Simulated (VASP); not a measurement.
A run of VASP 6.6.1 is set up as follows.

Contents of INCAR:

```
ALGO     = Normal         # electronic algorithm
EDIFF    = 1E-7           # SCF threshold, eV
EDIFFG   = -0.04          # ionic threshold
ENCUT    = 600            # plane-wave cutoff, eV
GGA      = PE             # functional
GGA_COMPAT= False        
IBRION   = 2              # ionic algorithm
ISIF     = 3              # what is computed and relaxed
ISMEAR   = 0              # smearing method
LASPH    = True           # aspherical terms in the spheres
LCHARG   = False          # write CHGCAR
LREAL    = False          # projectors in reciprocal space
LWAVE    = False          # write WAVECAR
NELM     = 120            # most SCF steps
NELMIN   = 4            
NSW      = 90             # ionic steps
PREC     = Accurate       # precision mode
SIGMA    = 0.1            # smearing width, eV
```

The input KPOINTS:

```
k-points
0
Gamma
  4 4 4
```

File POSCAR:

```
BeS3
1.0
    5.2725569391      0.0000000000      0.0000000000
    0.0000000000      5.2725569391      0.0000000000
    0.0000000000      0.0000000000      5.2725569391
Be S
2 6
Direct
    0.0000000000      0.0000000000      0.0000000000
    0.5000000000      0.5000000000      0.5000000000
    0.0000000000      0.5000000000      0.2500000000
    0.0000000000      0.5000000000      0.7500000000
    0.2500000000      0.0000000000      0.5000000000
    0.7500000000      0.0000000000      0.5000000000
    0.5000000000      0.7500000000      0.0000000000
    0.5000000000      0.2500000000      0.0000000000
```

Potentials or basis: VASP PAW PBE potentials, release 64 (Be, S).

Command:

```console
$ cat potpaw_PBE.64/Be/POTCAR potpaw_PBE.64/S/POTCAR > POTCAR
$ mpirun -np 1 vasp_std > vasp.out
```

Estimate the relaxed cell.

a = 4.885 Å, b = 4.885 Å, c = 4.885 Å, α = 90.00°, β = 90.00°, γ = 90.00°.

Estimate the relaxed volume.

14.57 Å³/atom.

Predict the band gap on the k mesh.

zero (bands 20 and 21 overlap by 1.00 eV).

What does it give for the space group after relaxing (to 0.1 Å)?

Pm-3n (No. 223).

Final structure:
```cif
data_structure
_symmetry_space_group_name_H-M 'P 1'
_symmetry_Int_Tables_number 1
_cell_length_a 4.8847
_cell_length_b 4.8847
_cell_length_c 4.8847
_cell_angle_alpha 90.000
_cell_angle_beta 90.000
_cell_angle_gamma 90.000
_cell_volume 116.55
loop_
_atom_site_label
_atom_site_type_symbol
_atom_site_fract_x
_atom_site_fract_y
_atom_site_fract_z
_atom_site_occupancy
Be1 Be 0.00000 0.00000 0.00000 1
Be2 Be 0.50000 0.50000 0.50000 1
S1 S 0.00000 0.50000 0.25000 1
S2 S 0.00000 0.50000 0.75000 1
S3 S 0.25000 0.00000 0.50000 1
S4 S 0.75000 0.00000 0.50000 1
S5 S 0.50000 0.75000 0.00000 1
S6 S 0.50000 0.25000 0.00000 1
```

Caveat: the volume moved by over 15 % at a fixed basis, so the end points are rough.
